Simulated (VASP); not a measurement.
# SrLi2NiS4 (I-42m) in VASP: single point with r2SCAN

Aim: the single point of SrLi2NiS4 with r2SCAN.

Everything below comes from runs of VASP 6.6.1. Logs are shortened: lines on timing, memory, paths and dates and some standing lists are left out, and cuts for length are marked.

## (1) The cell of the first run

It takes space group I-42m (No. 121, tetragonal). Conventional cell: a = 6.414 Å, b = 6.414 Å, c = 7.626 Å, α = 90.00°, β = 90.00°, γ = 90.00°. Within 3.0 Å of Ni (site symmetry -42m) lie 4 S at 2.28 Å. Sr (site symmetry -42m) has 8 S at 2.96 to 3.13 Å and 8 Li at 3.73 Å and 2 Ni at 3.81 Å within 3.9 Å. Li (site symmetry -4) has 4 S at 2.38 Å within 3.1 Å. S (site symmetry m) has 1 Ni at 2.28 Å and 2 Li at 2.38 Å and 1 Sr at 2.96 Å within 3.0 Å.

## (2) Single point, r2SCAN

Contents of POSCAR:

```
SrLi2NiS4
1.0
   -3.2067824400      3.2067824400      3.8130808600
    3.2067824400     -3.2067824400      3.8130808600
    3.2067824400      3.2067824400     -3.8130808600
Ni Sr Li S
1 1 2 4
Direct
    0.0000000000      0.0000000000      0.0000000000
    0.5000000000      0.5000000000      0.0000000000
    0.2500000000      0.7500000000      0.5000000000
    0.7500000000      0.2500000000      0.5000000000
    0.0352600000      0.0352600000      0.4132000000
    0.9647400000      0.3779400000      0.0000000000
    0.6220600000      0.6220600000      0.5868000000
    0.3779400000      0.9647400000      0.0000000000
```

Contents of INCAR.step1:

```
SYSTEM = SrLi2NiS4
  PREC = Accurate
  ENCUT = 520
  ISMEAR = -5
  SIGMA = 0.0609
  LREAL = .FALSE.
  LASPH = .TRUE.
  NELM = 100
  LMAXMIX = 4
  GGA = PE
  ALGO = Normal
  EDIFF = 1E-4
  LWAVE = .TRUE.
  LCHARG = .FALSE.
```

Contents of INCAR.step2:

```
SYSTEM = SrLi2NiS4
  PREC = Accurate
  ENCUT = 520
  EDIFF = 1E-6
  ISMEAR = 0
  SIGMA = 0.0609
  LREAL = .FALSE.
  LASPH = .TRUE.
  NELM = 100
  ALGO = Normal
  ISIF = 2
  LWAVE = .FALSE.
  LCHARG = .FALSE.
  LMAXMIX = 4
  METAGGA = R2SCAN
  LMIXTAU = .TRUE.
  LORBIT = 11
  ISTART = 1
```

Contents of KPOINTS:

```
Automatic mesh
0
G
  5 5 5
  0 0 0
```

Potentials or basis: VASP PAW PBE potentials, release 64 (Ni, Sr_sv, Li_sv, S).

Run with:

```console
> cat potpaw_PBE.64/Ni/POTCAR potpaw_PBE.64/Sr_sv/POTCAR potpaw_PBE.64/Li_sv/POTCAR potpaw_PBE.64/S/POTCAR > POTCAR
> cp INCAR.step1 INCAR
> mpirun -np 1 vasp_std > vasp.out
> cp INCAR.step2 INCAR
> mpirun -np 1 vasp_std > vasp.out
```

OUTCAR:

```text
SYSTEM = SrLi2NiS4
   PREC = Accurate
   ENCUT = 520
   EDIFF = 1E-6
   ISMEAR = 0
   LREAL = .FALSE.
   LASPH = .TRUE.
   NELM = 100
   ISIF = 2
   METAGGA = R2SCAN
   LORBIT = 11
   ISTART = 1

 ion  position               nearest neighbor table
   1  0.000  0.000  0.000-   5 2.28   6 2.28   7 2.28   8 2.28   2 3.81   2 3.81
   2  0.500  0.500  0.000-   7 2.96   6 2.96   8 2.96   5 2.96   5 3.13   7 3.13   8 3.13   6 3.13
                             4 3.73   4 3.73   3 3.73   3 3.73   4 3.73   3 3.73   3 3.73   4 3.73
   3  0.250  0.750  0.500-   5 2.38   7 2.38   8 2.38   6 2.38   2 3.73   2 3.73   2 3.73   2 3.73

   4  0.750  0.250  0.500-   5 2.38   6 2.38   7 2.38   8 2.38   2 3.73   2 3.73   2 3.73   2 3.73

   5  0.035  0.035  0.413-   1 2.28   3 2.38   4 2.38   2 2.96   2 3.13
   6  0.965  0.378  0.000-   1 2.28   3 2.38   4 2.38   2 2.96   2 3.13
   7  0.622  0.622  0.587-   1 2.28   3 2.38   4 2.38   2 2.96   2 3.13
   8  0.378  0.965  0.000-   1 2.28   4 2.38   3 2.38   2 2.96   2 3.13

  LATTYP: Found a body centered tetragonal cell.
 ALAT       =     6.4135648800
 C/A-ratio  =     1.1890675253

  Lattice vectors:

 A1 = (  -3.2067824400,   3.2067824400,   3.8130808600)
 A2 = (   3.2067824400,  -3.2067824400,   3.8130808600)
 A3 = (   3.2067824400,   3.2067824400,  -3.8130808600)

Analysis of symmetry for initial positions (statically):
=====================================================================
 Subroutine PRICEL returns:
 Original cell was already a primitive cell.

 Routine SETGRP: Setting up the symmetry group for a
 body centered tetragonal supercell.

 Subroutine GETGRP returns: Found  8 space group operations
 (whereof  8 operations were pure point group operations)
 out of a pool of 16 trial point group operations.

The static configuration has the point symmetry D_2d.

Analysis of symmetry for dynamics (positions and initial velocities):
=====================================================================
 Subroutine PRICEL returns:
 Original cell was already a primitive cell.

 Routine SETGRP: Setting up the symmetry group for a
 body centered tetragonal supercell.

 Subroutine GETGRP returns: Found  8 space group operations
 (whereof  8 operations were pure point group operations)
 out of a pool of 16 trial point group operations.

The dynamic configuration has the point symmetry D_2d.

 Subroutine INISYM returns: Found  8 space group operations
 (whereof  8 operations are pure point group operations),
 and found     1 'primitive' translations

----------------------------------------------------------------------------------------

                                     Primitive cell

  volume of cell :     156.8466

  direct lattice vectors                    reciprocal lattice vectors
    -3.206782440  3.206782440  3.813080860     0.000000000  0.155919527  0.131127563
     3.206782440 -3.206782440  3.813080860     0.155919527  0.000000000  0.131127563
     3.206782440  3.206782440 -3.813080860     0.155919527  0.155919527  0.000000000

  length of vectors
     5.925073238  5.925073238  5.925073238     0.203728585  0.203728585  0.220503509

  position of ions in fractional coordinates (direct lattice)
     0.000000000  0.000000000  0.000000000
     0.500000000  0.500000000  0.000000000
     0.250000000  0.750000000  0.500000000
     0.750000000  0.250000000  0.500000000
     0.035260000  0.035260000  0.413200000
     0.964740000  0.377940000  0.000000000
     0.622060000  0.622060000  0.586800000
     0.377940000  0.964740000  0.000000000

  ion indices of the primitive-cell ions
   primitive index   ion index
                 1           1
                 2           2
                 3           3
                 4           4
                 5           5
                 6           6
                 7           7
                 8           8

----------------------------------------------------------------------------------------

 KPOINTS: Automatic mesh

Automatic generation of k-mesh.
 Grid dimensions read from file:
 generate k-points for:    5    5    5

 Generating k-lattice:

  Cartesian coordinates                     Fractional coordinates (reciprocal lattice)
     0.000000000  0.031183905  0.026225513     0.200000000  0.000000000 -0.000000000
     0.031183905  0.000000000  0.026225513     0.000000000  0.200000000 -0.000000000
     0.031183905  0.031183905  0.000000000     0.000000000  0.000000000  0.200000000

  Length of vectors
     0.040745717  0.040745717  0.044100702

  Shift w.r.t. Gamma in fractional coordinates (k-lattice)
     0.000000000  0.000000000  0.000000000

 Subroutine IBZKPT returns following result:
 ===========================================

 Found     18 irreducible k-points:

 Following reciprocal coordinates:
            Coordinates               Weight
  0.000000  0.000000  0.000000      1.000000
  0.200000  0.000000 -0.000000      8.000000
  0.400000  0.000000 -0.000000      8.000000
  0.200000  0.200000 -0.000000      8.000000
  0.400000  0.200000 -0.000000     16.000000
 -0.400000  0.200000  0.000000     16.000000
[... 10 lines left out ...]
 -0.400000  0.400000  0.400000      4.000000
 -0.400000 -0.400000  0.400000      2.000000
   k-points           NKPTS =     18   k-points in BZ     NKDIM =     18   number of bands    NBANDS=     30
   number of dos      NEDOS =    301   number of ions     NIONS =      8
   total plane-waves  NPLWV = 110592
   dimension x,y,z NGX =    48 NGY =   48 NGZ =   48
   dimension x,y,z NGXF=    96 NGYF=   96 NGZF=   96
   ions per type =               1   1   2   4
   NGX,Y,Z   is equivalent  to a cutoff of  13.47, 13.47, 13.47 a.u.
   NGXF,Y,Z  is equivalent  to a cutoff of  26.94, 26.94, 26.94 a.u.
 SYSTEM =  SrLi2NiS4
   PREC   = accura    normal or accurate (medium, high low for compatibility)
   ISTART =      1    job   : 0-new  1-cont  2-samecut
   ICHARG =      0    charge: 1-file 2-atom 10-const
   ISPIN  =      1    spin polarized calculation?
   LNONCOLLINEAR =      F non collinear calculations
   LSORBIT =      F    spin-orbit coupling
   LASPH  =      T    aspherical Exc in radial PAW
   ENCUT  =  520.0 eV  38.22 Ry    6.18 a.u.  11.02 11.02 11.02*2*pi/ulx,y,z
   NELM   =    100;   NELMIN=  2; NELMDL=  0     # of ELM steps
   EDIFF  = 0.1E-05   stopping-criterion for ELM
   LREAL  =      F    real-space projection
   EDIFFG = 0.1E-04   stopping-criterion for IOM
   NSW    =      0    number of steps for IOM
   IBRION =     -1    ionic relax: 0-MD 1-quasi-New 2-CG
   NFREE  =      0    steps in history (QN), initial steepest desc. (CG)
   ISIF   =      2    stress and relaxation
   ISYM   =      2    0-nonsym 1-usesym 2-fastsym
   POTIM  = 0.5000    time-step for ionic-motion
   TEBEG  =    0.0;   TEEND  =   0.0 temperature during run
   PSTRESS=    0.0 pullay stress
   NELECT =      50.0000    total number of electrons
   NUPDOWN=      -1.0000    fix difference up-down
   EMIN   =  10.00;   EMAX   =-10.00  energy-range for DOS
   EFERMI =   0.00;   METHOD = LEGACY
   ISMEAR =     0;   SIGMA  =   0.06  broadening in eV -4-tet -1-fermi 0-gaus
   EFERMI_NEDOS =   21; number of points for ismear=-14 and -15
   IALGO  =     38    algorithm
   IMIX   =      4    mixing-type and parameters
     AMIX     =   0.40;   BMIX     =  1.00
     AMIX_MAG =   1.60;   BMIX_MAG =  1.00
  volume/ion in A,a.u.               =      19.61       132.31
  Fermi-wavevector in a.u.,A,eV,Ry     =   1.118338  2.113353 17.016539  1.250680
  Thomas-Fermi vector in A             =   2.254968
   LORBIT       =     11    0 simple, 1 ext, 2 COOP (PROOUT), +10 PAW based schemes
   METAGGA = R2SCAN    functional components
   LHFCALC =     F    Hartree Fock is set to
   AEXX    =    0.0000 exact exchange contribution
   IVDW    =     0    specifies the selected vdW correction
   LEPSILON=     F    determine dielectric tensor
   LRPA    =     F    only Hartree local field effects (RPA)
 non-spin polarized calculation
 Gauss-broadening in eV      SIGMA  =   0.06
  energy-cutoff  :      520.00
  volume of cell :      156.85
 maximum number of plane-waves:      4242
 NGX is ok and might be reduce to    48

 number of electron      49.9999995 magnetization

 Free energy of the ion-electron system (eV)
  ---------------------------------------------------
  ext. energy  EPLUGINS =         0.00000000
  ---------------------------------------------------
  free energy    TOTEN  =       -71.71484872 eV

  energy without entropy =      -71.68161886  energy(sigma->0) =      -71.69823379

 E-fermi :   2.8306     XC(G=0):  -9.6671

 val. band max:        2.8226821099   @ k =   0.2000   0.0000  -0.0000
 cond. band min:       2.8339223496   @ k =   0.4000   0.0000  -0.0000
 fundamental gap:      0.0112402397
 Fermi energy:         2.8306036232

 k-point     1 :       0.0000    0.0000    0.0000
  band No.  band energies     occupation
      1     -43.4036      2.00000
      2     -43.4029      2.00000
      3     -32.3716      2.00000
      4     -13.8603      2.00000
      5     -13.8603      2.00000
      6     -13.8367      2.00000
[... 22 lines left out ...]
     29       7.6557      0.00000
     30       8.5365      0.00000

 k-point     2 :       0.2000    0.0000   -0.0000
  band No.  band energies     occupation
      1     -43.4035      2.00000
      2     -43.4031      2.00000
      3     -32.3715      2.00000
      4     -13.8797      2.00000
      5     -13.8695      2.00000
      6     -13.8431      2.00000
[... 22 lines left out ...]
     29       7.9130      0.00000
     30       8.5563      0.00000

 k-point     3 :       0.4000    0.0000   -0.0000
  band No.  band energies     occupation
      1     -43.4034      2.00000
      2     -43.4032      2.00000
      3     -32.3713      2.00000
      4     -13.9189      2.00000
      5     -13.8834      2.00000
      6     -13.8449      2.00000
[... 22 lines left out ...]
     29       8.2197      0.00000
     30       8.7569      0.00000

 k-point     4 :       0.2000    0.2000   -0.0000
  band No.  band energies     occupation
      1     -43.4035      2.00000
      2     -43.4032      2.00000
      3     -32.3714      2.00000
      4     -13.9056      2.00000
      5     -13.8795      2.00000
      6     -13.8519      2.00000
[... 418 lines left out ...]
     29       7.9807      0.00000
     30       8.8412      0.00000

 k-point    17 :      -0.4000    0.4000    0.4000
  band No.  band energies     occupation
      1     -43.4034      2.00000
      2     -43.4033      2.00000
      3     -32.3711      2.00000
      4     -13.9161      2.00000
      5     -13.9112      2.00000
      6     -13.9006      2.00000
[... 22 lines left out ...]
     29       8.6084      0.00000
     30       8.6607      0.00000

 k-point    18 :      -0.4000   -0.4000    0.4000
  band No.  band energies     occupation
      1     -43.4034      2.00000
      2     -43.4033      2.00000
      3     -32.3711      2.00000
      4     -13.9095      2.00000
      5     -13.9093      2.00000
      6     -13.9093      2.00000
[... 22 lines left out ...]
     29       8.7633      0.00000
     30       9.0398      0.00000

------------------------ aborting loop because EDIFF is reached ----------------------------------------

  FORCE on cell =-STRESS in cart. coord.  units (eV):
  Direction    XX          YY          ZZ          XY          YZ          ZX
  --------------------------------------------------------------------------------------
  -------------------------------------------------------------------------------------
  Total        0.0630607      0.0630607     -2.7095320      0.0000000      0.0000000      0.0000000
  in kB        0.6441606      0.6441606    -27.6776917      0.0000000      0.0000000      0.0000000
  external PRESSURE =      -8.7964568 kB  Pullay stress =       0.0000000 kB

 VOLUME and BASIS-vectors are now :
 -----------------------------------------------------------------------------
  energy-cutoff  :      520.00
  volume of cell :      156.85
      direct lattice vectors                 reciprocal lattice vectors
    -3.206782440  3.206782440  3.813080860     0.000000000  0.155919527  0.131127563
     3.206782440 -3.206782440  3.813080860     0.155919527  0.000000000  0.131127563
     3.206782440  3.206782440 -3.813080860     0.155919527  0.155919527  0.000000000

 POSITION                                       TOTAL-FORCE (eV/Angst)
 -----------------------------------------------------------------------------------
      0.00000      0.00000      0.00000        -0.000000      0.000000     -0.000000
      0.00000      0.00000      3.81308         0.000000      0.000000     -0.000000
      3.20678     -0.00000      1.90654        -0.000000      0.000000     -0.000000
     -0.00000      3.20678      1.90654         0.000000      0.000000     -0.000000
      1.32504      1.32504     -1.30667        -0.804989     -0.804989      0.948426
     -1.88174      1.88174      5.11975        -0.804989      0.804989     -0.948426
      1.88174      1.88174      2.50641         0.804989      0.804989      0.948426
      1.88174     -1.88174      5.11975         0.804989     -0.804989     -0.948426
 -----------------------------------------------------------------------------------
    total drift:                               -0.000194     -0.000194     -0.000264

  FREE ENERGIE OF THE ION-ELECTRON SYSTEM (eV)
  ---------------------------------------------------
  free  energy   TOTEN  =       -71.7148487247 eV

  energy  without entropy=      -71.6816188646  energy(sigma->0) =      -71.69823379

 total charge

# of ion       s       p       d       tot
------------------------------------------
    1        0.446   0.423   8.221   9.090
    2        2.006   5.874   0.201   8.081
    3        2.020   0.021   0.000   2.041
    4        2.020   0.021   0.000   2.041
    5        1.332   2.390   0.000   3.722
    6        1.332   2.390   0.000   3.722
    7        1.332   2.390   0.000   3.722
    8        1.332   2.390   0.000   3.722
--------------------------------------------------
tot         11.818  15.899   8.422  36.139
```

Wall time 8.8 min (1 thread of Intel Xeon Platinum 8259CL at 2.50GHz (Skylake/Cascade Lake), shared host); peak memory 0.42 GiB.

What came out:

```
Free energy                                           : -71.7148 eV
Largest force                                         : 1.482 eV/Å
Band gap on the k mesh                                : zero (bands 25 and 26 overlap by 0.12 eV)
Valence electrons inside the program's atomic spheres : Ni 9.09; Sr 8.08; Li 2.04; S 3.72
```

Forces on the atoms (eV/Å):
```
Ni   0.000  0.000  0.000
Sr   0.000  0.000  0.000
Li   0.000  0.000  0.000
Li   0.000  0.000  0.000
S   -0.805 -0.805  0.948
S   -0.805  0.805 -0.948
S    0.805  0.805  0.948
S    0.805 -0.805 -0.948
```

Caveat: the cutoff is under 1.25 times the usual one of these potentials, so pressure, stress and relaxed cells hold a basis-set (Pulay) error; the PAW data sets were made with another functional, which shifts forces and pressure a little; the run has no spin polarisation, though such a crystal can be magnetic.
